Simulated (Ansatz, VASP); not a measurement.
One calculation of Li4SiN2, two programs

```
CELL_PARAMETERS angstrom
5.04187 -1.70880 -0.00180
5.04187 1.70880 -0.00180
-2.60554 0.00000 4.92977
ATOMIC_POSITIONS crystal
Li 0.71902 0.71902 0.33596
Li 0.28098 0.28098 0.66404
Li 0.14016 0.14016 0.91646
Li 0.85984 0.85984 0.08354
Si 0.50000 0.50000 0.50000
N 0.31484 0.31484 0.28989
N 0.68516 0.68516 0.71011
```

Change from the starting cell: species swapped into the LiCr2S4 type (C2/m, No. 12).

Alike in both runs: functional PBE; k mesh 10 × 10 × 6; occupations gaussian, width 0.1 eV; no spin polarisation.

Ansatz relaxed the structure, and its values are those at the end. VASP's run is a single point on that final structure, the one shown.

|  | VASP | Ansatz |
| --- | --- | --- |
| version | VASP 6.6.1 | Ansatz 0.2.0 |
| potentials or method | VASP PAW PBE potentials, release 64 (Li_sv, Si, N), cutoff 520 eV | scalar-relativistic, plane waves, PAW |
| valence electrons in the cell | 26 | 26 |

```csv
,VASP,Ansatz,Ansatz less VASP
gap on the k mesh at the Fermi level (eV),none,none,-
rms of the force components (eV/Å),0.007,0.003,-0.0040
```

A gap of «none» marks a metal or a gap that the smearing closes.

Noted on VASP's run: the cutoff is under 1.25 times that of the potentials, so the pressure is a little rough.
